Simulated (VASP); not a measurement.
Here is a VASP 6.6.1 calculation.

Contents of INCAR:

```
SYSTEM = MgO
PREC = Accurate
ENCUT = 600
EDIFF = 1E-6
ISMEAR = 0
SIGMA = 0.05
LREAL = .False.
LASPH = .True.
NELM = 120
ALGO = Normal
ISIF = 2
LWAVE = .False.
LCHARG = .False.
GGA = PS
NBANDS = 11
GGA_COMPAT = .False.
```

KPOINTS

```
Automatic mesh
0
Gamma
  14 14 14
  0 0 0
```

File POSCAR:

```
MgO
1.0
    0.0000000000      2.1070939539      2.1070939539
    2.1070939539      0.0000000000      2.1070939539
    2.1070939539      2.1070939539      0.0000000000
Mg O
1 1
Direct
    0.0000000000      0.0000000000      0.0000000000
    0.5000000000      0.5000000000      0.5000000000
```

Potentials or basis: VASP PAW PBE potentials, release 64 (Mg, O).

Launch:

```console
$ cat potpaw_PBE.64/Mg/POTCAR potpaw_PBE.64/O/POTCAR > POTCAR
$ mpirun -np 1 vasp_std > vasp.out
```

Question: Predict the band gap on the k mesh.

Answer: 4.62 eV.

Question: What does it give for the pressure?

Answer: -0.7 GPa.

Caveat: the PAW data sets were made with another functional, which shifts forces and pressure a little.

**The experiment to reproduce.**

“Electronic structure of alkaline earth and post-transition metal oxides”, 2009, arxiv:0908.1581 quotes, for a bulk crystal of MgO: band gap 7.83 eV.

A measured gap of MgO is 7.83 eV (quoted in “Electronic structure of alkaline earth and post-transition metal oxides”, 2009, arxiv:0908.1581); the calculated 4.62 eV misses it by -3.21 eV. The value is that of PBEsol on a finite k mesh, which can miss the band edges, without temperature or zero-point motion. Semilocal functionals fall short of measured gaps as a rule.
